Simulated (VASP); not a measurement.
A run of VASP 6.6.1:

The input INCAR:

```
PREC = Accurate
ENCUT = 400
EDIFF = 1E-8
ISMEAR = -1
SIGMA = 0.03
LREAL = False
LASPH = True
NELM = 120
ALGO = Normal
ISIF = 2
LWAVE = False
LCHARG = False
GGA = PE
LEFG = True
NBANDS = 19
GGA_COMPAT = False
```

File KPOINTS:

```
Automatic mesh
0
Gamma
  7 7 7
```

POSCAR

```
K2S
1.0
    0.0000000000      3.7069394613      3.7069394613
    3.7069394613      0.0000000000      3.7069394613
    3.7069394613      3.7069394613      0.0000000000
K S
2 1
Direct
    0.7500000000      0.7500000000      0.7500000000
    0.2500000000      0.2500000000      0.2500000000
    0.0000000000      0.0000000000      0.0000000000
```

Potentials or basis: VASP PAW PBE potentials, release 64 (K_sv, S).

Command:

```console
$ cat potpaw_PBE.64/K_sv/POTCAR potpaw_PBE.64/S/POTCAR > POTCAR
$ mpirun -np 1 vasp_std > vasp.out
```

Hardware: 1 thread of Intel Xeon 6975P-C, with other jobs on the host.

Estimate the wall time of this run.

Run time: 35 s on 1 thread of Intel Xeon 6975P-C, on a shared host, peak memory 0.2 GiB. Counts: scf iterations 20, k points 20.
